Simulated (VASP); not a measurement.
Input of a VASP 6.6.1 run:

INCAR

```
PREC = Accurate
ENCUT = 520
EDIFF = 1E-6
ISMEAR = 0
SIGMA = 0.05
LREAL = False
LASPH = True
NELM = 80
ALGO = Normal
ISIF = 2
LWAVE = False
LCHARG = False
NBANDS = 30
```

Contents of KPOINTS:

```
Automatic mesh
0
Gamma
  7 7 2
```

File POSCAR:

```
N
1.0
   -3.5269202438      0.0000000000      0.0000000000
   -1.7634601219     -3.0544025283      0.0000000000
    0.0000000000      0.0000000000     13.3505029787
N
8
Direct
    0.3333333333      0.3333333333      0.9356366191
    0.3333333333      0.3333333333      0.4244010873
    0.3333333333      0.3333333333      0.8536877420
    0.3333333333      0.3333333333      0.3424522103
    0.6666666667      0.6666666667      0.1687833215
    0.6666666667      0.6666666667      0.6800188532
    0.6666666667      0.6666666667      0.0868344444
    0.6666666667      0.6666666667      0.5980699762
```

Potentials or basis: VASP PAW LDA potentials, release 64 (N).

Launch:

```console
$ cat potpaw_LDA.64/N/POTCAR > POTCAR
$ mpirun -np 1 vasp_std > vasp.out
```

**Question.** Estimate the pressure.

**Answer.** 2.5 GPa.

**Question.** Predict the largest force.

**Answer.** 1.569 eV/Å.

**Question.** What does it give for the band gap on the k mesh?

**Answer.** 6.17 eV, indirect (least direct gap 6.55 eV).

Stress tensor (GPa, compression positive):
```
-0.02  0.00  0.00
 0.00 -0.02  0.00
 0.00  0.00  7.68
```

Caveat: the standard files for N, O and F lose accuracy on very short bonds; forces of over 1 eV/Å act on the atoms, so gaps and moduli don't describe the material at rest. A hybrid or GW would open this gap; LDA tends to underestimate it.
